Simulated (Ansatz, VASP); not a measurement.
## One calculation of TiO2, two programs

The input INCAR:

```
SYSTEM = TiO2
ALGO     = Normal         ! electronic algorithm
EDIFF    = 1E-7           ! SCF threshold, eV
EDIFFG   = -0.005         ! ionic threshold
ENCUT    = 600            ! plane-wave cutoff, eV
GGA      = PE             ! functional
IBRION   = 2              ! ionic algorithm
ISIF     = 3              ! what is computed and relaxed
ISMEAR   = 0              ! smearing method
LASPH    = .True.         ! aspherical terms in the spheres
LCHARG   = .False.        ! write CHGCAR
LREAL    = .False.        ! projectors in reciprocal space
LWAVE    = .False.        ! write WAVECAR
NELM     = 100            ! most SCF steps
NSW      = 100            ! ionic steps
PREC     = Accurate       ! precision mode
SIGMA    = 0.02           ! smearing width, eV
```

File KPOINTS:

```
k-points
0
Gamma
  6 6 10
  0 0 0
```

Contents of POSCAR:

```
TiO2
1.0
    4.5922000000      0.0000000000      0.0000000000
    0.0000000000      4.5922000000      0.0000000000
    0.0000000000      0.0000000000      2.9574000000
Ti O
2 4
Direct
    0.0000000000      0.0000000000      0.0000000000
    0.5000000000      0.5000000000      0.5000000000
    0.3049600000      0.3049600000      0.0000000000
    0.1950400000      0.8049600000      0.5000000000
    0.6950400000      0.6950400000      0.0000000000
    0.8049600000      0.1950400000      0.5000000000
```

Input for Ansatz:

```yaml
crystal:
  lattice:
    - [4.5922, 0.0, 0.0]
    - [0.0, 4.5922, 0.0]
    - [0.0, 0.0, 2.9574]
  atoms:
    - { symbol: Ti, position: [0.0, 0.0, 0.0] }
    - { symbol: Ti, position: [0.5, 0.5, 0.5] }
    - { symbol: O, position: [0.30496, 0.30496, 0.0] }
    - { symbol: O, position: [0.19504, 0.80496, 0.5] }
    - { symbol: O, position: [0.69504, 0.69504, 0.0] }
    - { symbol: O, position: [0.80496, 0.19504, 0.5] }
basis:
  ecutwfc: 420
kpoints:
  mp_grid: { grid: [6, 6, 10] }
hamiltonian:
  xc: pbe
scf:
  occupations: { method: gaussian, width: 0.02 }
output:
  forces: true
  stress: true
  eigenvalues: true
  write_density: true
  write_potential: true
  elf: true
  volumetric_format: npy
relax:
  adjacent_minimum: "off"
  f_tol: 0.005
  max_steps: 80
  cell: { stress_tol: 0.05 }
```

Alike in both runs: task relaxation of cell and atoms; functional PBE; k mesh 6 × 6 × 10; occupations gaussian, width 0.02 eV; no spin polarisation.

|  | VASP | Ansatz |
| --- | --- | --- |
| version | VASP 6.6.1 | Ansatz 0.2.0 |
| potentials or method | VASP PAW PBE potentials, release 64 (Ti_sv, O), cutoff 600 eV | scalar-relativistic, plane waves, PAW |
| valence electrons in the cell | 48 | 48 |

|  | VASP | Ansatz | Ansatz less VASP |
| --- | --- | --- | --- |
| gap on the k mesh at the Fermi level, each at its own relaxed structure (eV) | 1.82 | 1.86 | +0.036 |
| relaxed volume (Å³/atom) | 10.67 | 10.65 | -0.018 |
| relaxed length of the cell vector where the two differ most in proportion (Å) | 2.967 | 2.964 | -0.0029 |
